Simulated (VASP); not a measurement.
# Zn2C (Fm-3m) in VASP: single point with HSE06

Aim: the single point of Zn2C with HSE06.

Everything below comes from runs of VASP 6.6.1. Logs are shortened: lines on timing, memory, paths and dates and some standing lists are left out, and cuts for length are marked.

### 1 The cell of the first run

It takes space group Fm-3m (No. 225, cubic). The conventional cell has a = 5.290 Å, b = 5.290 Å, c = 5.290 Å, α = 90.00°, β = 90.00°, γ = 90.00°. C (site symmetry m-3m) has 8 Zn at 2.29 Å within 3.0 Å. Zn (site symmetry -43m) has 4 C at 2.29 Å and 6 Zn at 2.65 Å within 3.0 Å.

### 2 Single point, HSE06 (strain +2.6%)

POSCAR reads:

```
Zn2C
1.0
    0.0000000000      2.6452335075      2.6452335075
    2.6452335075      0.0000000000      2.6452335075
    2.6452335075      2.6452335075      0.0000000000
C Zn
1 2
Direct
    0.0000000000      0.0000000000      0.0000000000
    0.2500000000      0.2500000000      0.2500000000
    0.7500000000      0.7500000000      0.7500000000
```

INCAR.step1 reads:

```
SYSTEM = Zn2C
  PREC = Accurate
  ENCUT = 520
  EDIFF = 1E-5
  ISMEAR = -1
  SIGMA = 0.02
  LREAL = .FALSE.
  LASPH = .TRUE.
  NELM = 100
  ALGO = Normal
  ISIF = 2
  LWAVE = .TRUE.
  NBANDS = 21
  GGA = PE
  KPAR = 4
```

INCAR.step2 reads:

```
SYSTEM = Zn2C
  PREC = Accurate
  ENCUT = 520
  EDIFF = 1E-6
  ISMEAR = -1
  SIGMA = 0.02
  LREAL = .FALSE.
  LASPH = .TRUE.
  NELM = 100
  ALGO = Normal
  ISIF = 2
  LWAVE = .FALSE.
  LCHARG = .TRUE.
  GGA = PE
  LHFCALC = .TRUE.
  HFSCREEN = 0.2079
  PRECFOCK = Normal
  LVHAR = .TRUE.
  NBANDS = 21
  ISTART = 1
  KPAR = 4
```

KPOINTS reads:

```
Automatic mesh
0
G
  6 6 6
  0 0 0
```

Potentials or basis: VASP PAW PBE potentials, release 64 (C, Zn).

The run is started by

```
> cat potpaw_PBE.64/C/POTCAR potpaw_PBE.64/Zn/POTCAR > POTCAR
> cp INCAR.step1 INCAR
> mpirun -np 4 vasp_std > vasp.out
> cp INCAR.step2 INCAR
> mpirun -np 4 vasp_std > vasp.out
```

OUTCAR:

```text
SYSTEM = Zn2C
   PREC = Accurate
   ENCUT = 520
   EDIFF = 1E-6
   ISMEAR = -1
   LREAL = .FALSE.
   LASPH = .TRUE.
   NELM = 100
   ISIF = 2
   GGA = PE
   LHFCALC = .TRUE.
   HFSCREEN = 0.2079
   PRECFOCK = Normal
   ISTART = 1

 ion  position               nearest neighbor table
   1  0.000  0.000  0.000-   3 2.29   3 2.29   3 2.29   2 2.29   2 2.29   2 2.29   3 2.29   2 2.29

   2  0.250  0.250  0.250-   1 2.29   1 2.29   1 2.29   1 2.29   3 2.65   3 2.65   3 2.65   3 2.65
                             3 2.65   3 2.65
   3  0.750  0.750  0.750-   1 2.29   1 2.29   1 2.29   1 2.29   2 2.65   2 2.65   2 2.65   2 2.65
                             2 2.65   2 2.65

  LATTYP: Found a face centered cubic cell.
 ALAT       =     5.2904670150

  Lattice vectors:

 A1 = (   0.0000000000,   2.6452335075,   2.6452335075)
 A2 = (   2.6452335075,   0.0000000000,   2.6452335075)
 A3 = (   2.6452335075,   2.6452335075,   0.0000000000)

Analysis of symmetry for initial positions (statically):
=====================================================================
 Subroutine PRICEL returns:
 Original cell was already a primitive cell.

 Routine SETGRP: Setting up the symmetry group for a
 face centered cubic supercell.

 Subroutine GETGRP returns: Found 48 space group operations
 (whereof 48 operations were pure point group operations)
 out of a pool of 48 trial point group operations.

The static configuration has the point symmetry O_h .

Analysis of symmetry for dynamics (positions and initial velocities):
=====================================================================
 Subroutine PRICEL returns:
 Original cell was already a primitive cell.

 Routine SETGRP: Setting up the symmetry group for a
 face centered cubic supercell.

 Subroutine GETGRP returns: Found 48 space group operations
 (whereof 48 operations were pure point group operations)
 out of a pool of 48 trial point group operations.

The dynamic configuration has the point symmetry O_h .

 Subroutine INISYM returns: Found 48 space group operations
 (whereof 48 operations are pure point group operations),
 and found     1 'primitive' translations

----------------------------------------------------------------------------------------

                                     Primitive cell

  volume of cell :      37.0188

  direct lattice vectors                    reciprocal lattice vectors
     0.000000000  2.645233507  2.645233507    -0.189019230  0.189019230  0.189019230
     2.645233507  0.000000000  2.645233507     0.189019230 -0.189019230  0.189019230
     2.645233507  2.645233507  0.000000000     0.189019230  0.189019230 -0.189019230

  length of vectors
     3.740925102  3.740925102  3.740925102     0.327390909  0.327390909  0.327390909

  position of ions in fractional coordinates (direct lattice)
     0.000000000  0.000000000  0.000000000
     0.250000000  0.250000000  0.250000000
     0.750000000  0.750000000  0.750000000

  ion indices of the primitive-cell ions
   primitive index   ion index
                 1           1
                 2           2
                 3           3

----------------------------------------------------------------------------------------

 KPOINTS: Automatic mesh

Automatic generation of k-mesh.
 Grid dimensions read from file:
 generate k-points for:    6    6    6

 Generating k-lattice:

  Cartesian coordinates                     Fractional coordinates (reciprocal lattice)
    -0.031503205  0.031503205  0.031503205     0.166666667  0.000000000  0.000000000
     0.031503205 -0.031503205  0.031503205     0.000000000  0.166666667  0.000000000
     0.031503205  0.031503205 -0.031503205     0.000000000  0.000000000  0.166666667

  Length of vectors
     0.054565152  0.054565152  0.054565152

  Shift w.r.t. Gamma in fractional coordinates (k-lattice)
     0.000000000  0.000000000  0.000000000

 Subroutine IBZKPT returns following result:
 ===========================================

 Found     16 irreducible k-points:

 Following reciprocal coordinates:
            Coordinates               Weight
  0.000000  0.000000  0.000000      1.000000
  0.166667  0.000000  0.000000      8.000000
  0.333333  0.000000  0.000000      8.000000
  0.500000  0.000000  0.000000      4.000000
  0.166667  0.166667  0.000000      6.000000
  0.333333  0.166667  0.000000     24.000000
[... 8 lines left out ...]
 -0.333333  0.333333  0.166667     24.000000
 -0.333333  0.500000  0.166667     12.000000
   k-points           NKPTS =     16   k-points in BZ     NKDIM =    216   number of bands    NBANDS=     21
   number of dos      NEDOS =    301   number of ions     NIONS =      3
   total plane-waves  NPLWV =  21952
   dimension x,y,z NGX =    28 NGY =   28 NGZ =   28
   dimension x,y,z NGXF=    56 NGYF=   56 NGZF=   56
   ions per type =               1   2
   NGX,Y,Z   is equivalent  to a cutoff of  12.44, 12.44, 12.44 a.u.
   NGXF,Y,Z  is equivalent  to a cutoff of  24.89, 24.89, 24.89 a.u.
 SYSTEM =  Zn2C
   PREC   = accura    normal or accurate (medium, high low for compatibility)
   ISTART =      1    job   : 0-new  1-cont  2-samecut
   ICHARG =      0    charge: 1-file 2-atom 10-const
   ISPIN  =      1    spin polarized calculation?
   LNONCOLLINEAR =      F non collinear calculations
   LSORBIT =      F    spin-orbit coupling
   LASPH  =      T    aspherical Exc in radial PAW
   ENCUT  =  520.0 eV  38.22 Ry    6.18 a.u.   6.96  6.96  6.96*2*pi/ulx,y,z
   NELM   =    100;   NELMIN=  2; NELMDL=  0     # of ELM steps
   EDIFF  = 0.1E-05   stopping-criterion for ELM
   LREAL  =      F    real-space projection
   EDIFFG = 0.1E-04   stopping-criterion for IOM
   NSW    =      0    number of steps for IOM
   IBRION =     -1    ionic relax: 0-MD 1-quasi-New 2-CG
   NFREE  =      0    steps in history (QN), initial steepest desc. (CG)
   ISIF   =      2    stress and relaxation
   ISYM   =      3    0-nonsym 1-usesym 2-fastsym
   POTIM  = 0.5000    time-step for ionic-motion
   TEBEG  =    0.0;   TEEND  =   0.0 temperature during run
   PSTRESS=    0.0 pullay stress
   NELECT =      28.0000    total number of electrons
   NUPDOWN=      -1.0000    fix difference up-down
   EMIN   =  10.00;   EMAX   =-10.00  energy-range for DOS
   EFERMI =   0.00;   METHOD = LEGACY
   ISMEAR =    -1;   SIGMA  =   0.02  broadening in eV -4-tet -1-fermi 0-gaus
   EFERMI_NEDOS =   21; number of points for ismear=-14 and -15
   IALGO  =     38    algorithm
   IMIX   =      1    mixing-type and parameters
     AMIX     =   0.40;   BMIX     =  1.00
     AMIX_MAG =   1.60;   BMIX_MAG =  1.00
  volume/ion in A,a.u.               =      12.34        83.27
  Fermi-wavevector in a.u.,A,eV,Ry     =   1.491604  2.818723 30.271358  2.224882
  Thomas-Fermi vector in A             =   2.604238
   LORBIT       =      0    0 simple, 1 ext, 2 COOP (PROOUT), +10 PAW based schemes
   GGA     = PE    functional components
   LHFCALC =     T    Hartree Fock is set to
   PRECFOCK=normal    Normal, Fast or Accurate (Low or Medium for compatibility)
   ENCUT4O =  -1.0   cutoff for four orbital integrals eV
   NKREDX  =     1    reduce k-point grid by
   NKREDY  =     1    reduce k-point grid by
   NKREDZ  =     1    reduce k-point grid by
   AEXX    =    0.2500 exact exchange contribution
   HFSCREEN=    0.2079 screening length (either q_TF or 0.3 A-1)
   HFSCREENC=   0.2079 screening length for correlation (either q_TF or 0.3 A-1)
   ENCUTFOCK=  -1.0 apply spherical cutoff to Coloumb kernel
   IVDW    =     0    specifies the selected vdW correction
   LEPSILON=     F    determine dielectric tensor
   LRPA    =     F    only Hartree local field effects (RPA)
 non-spin polarized calculation
  energy-cutoff  :      520.00
  volume of cell :       37.02
 maximum number of plane-waves:      1018
  NGX = 24; NGY = 24; NGZ = 24

 number of electron      28.0000021 magnetization

 Free energy of the ion-electron system (eV)
  ---------------------------------------------------
  ext. energy  EPLUGINS =         0.00000000
  ---------------------------------------------------
  free energy    TOTEN  =       -10.96127890 eV

  energy without entropy =      -10.96127789  energy(sigma->0) =      -10.96127840

 E-fermi :   3.7851     XC(G=0):  -9.5425

 val. band max:        3.5995517813   @ k =   0.0000   0.0000   0.0000
 cond. band min:       3.9486723832   @ k =   0.0000   0.0000   0.0000
 fundamental gap:      0.3491206019
 Fermi energy:         3.7850994176

 k-point     1 :       0.0000    0.0000    0.0000
  band No.  band energies     occupation
      1     -11.1812      2.00000
      2      -6.5858      2.00000
      3      -6.5858      2.00000
      4      -6.5858      2.00000
      5      -6.4930      2.00000
      6      -6.4930      2.00000
[... 13 lines left out ...]
     20      15.4600      0.00000
     21      15.4600      0.00000

 k-point     2 :       0.1667    0.0000    0.0000
  band No.  band energies     occupation
      1     -10.8286      2.00000
      2      -6.5460      2.00000
      3      -6.5157      2.00000
      4      -6.5157      2.00000
      5      -6.3905      2.00000
      6      -6.3905      2.00000
[... 13 lines left out ...]
     20      14.1640      0.00000
     21      14.1640      0.00000

 k-point     3 :       0.3333    0.0000    0.0000
  band No.  band energies     occupation
      1      -9.9774      2.00000
      2      -6.3131      2.00000
      3      -6.3131      2.00000
      4      -6.2963      2.00000
      5      -6.1323      2.00000
      6      -6.1323      2.00000
[... 13 lines left out ...]
     20      14.6630      0.00000
     21      14.6630      0.00000
[... 265 lines left out ...]
 k-point    15 :      -0.3333    0.3333    0.1667
  band No.  band energies     occupation
      1      -9.0998      2.00000
      2      -6.2500      2.00000
      3      -6.2310      2.00000
      4      -6.1550      2.00000
      5      -5.8736      2.00000
      6      -5.8599      2.00000
[... 13 lines left out ...]
     20      15.0508      0.00000
     21      19.0111      0.00000

 k-point    16 :      -0.3333    0.5000    0.1667
  band No.  band energies     occupation
      1      -8.9763      2.00000
      2      -6.3975      2.00000
      3      -6.2187      2.00000
      4      -6.1299      2.00000
      5      -6.1187      2.00000
      6      -5.7811      2.00000
[... 13 lines left out ...]
     20      16.3840      0.00000
     21      19.9532      0.00000

------------------------ aborting loop because EDIFF is reached ----------------------------------------

  FORCE on cell =-STRESS in cart. coord.  units (eV):
  Direction    XX          YY          ZZ          XY          YZ          ZX
  --------------------------------------------------------------------------------------
  -------------------------------------------------------------------------------------
  Total       -1.8159783     -1.8159783     -1.8159783     -0.0000000      0.0000000      0.0000000
  in kB      -78.5957744    -78.5957744    -78.5957744     -0.0000000      0.0000000      0.0000000
  external PRESSURE =     -78.5957744 kB  Pullay stress =       0.0000000 kB

 VOLUME and BASIS-vectors are now :
 -----------------------------------------------------------------------------
  energy-cutoff  :      520.00
  volume of cell :       37.02
      direct lattice vectors                 reciprocal lattice vectors
     0.000000000  2.645233507  2.645233507    -0.189019230  0.189019230  0.189019230
     2.645233507  0.000000000  2.645233507     0.189019230 -0.189019230  0.189019230
     2.645233507  2.645233507  0.000000000     0.189019230  0.189019230 -0.189019230

 POSITION                                       TOTAL-FORCE (eV/Angst)
 -----------------------------------------------------------------------------------
      0.00000      0.00000      0.00000         0.000000     -0.000000      0.000000
      1.32262      1.32262      1.32262        -0.000000     -0.000000      0.000000
      3.96785      3.96785      3.96785         0.000000      0.000000     -0.000000
 -----------------------------------------------------------------------------------
    total drift:                               -0.000000     -0.000001     -0.000001

  FREE ENERGIE OF THE ION-ELECTRON SYSTEM (eV)
  ---------------------------------------------------
  free  energy   TOTEN  =       -10.9612789004 eV

  energy  without entropy=      -10.9612778898  energy(sigma->0) =      -10.96127840
```

It took 40 min on 4 MPI ranks of Intel Xeon Platinum 8259CL at 2.50GHz (Skylake/Cascade Lake), shared host; peak memory 0.26 GiB.

What came out:

```yaml
Free_energy: -10.9613 eV
Pressure: -7.9 GPa
Band_gap_on_the_k_mesh: 0.35 eV
```

Caveat: the cell differs from its parent crystal (strain +2.6%); the cell stands under tension; the structure was generated, so it needn't be the stable form of Zn2C; the PAW data sets were made with another functional, which shifts forces and pressure a little.
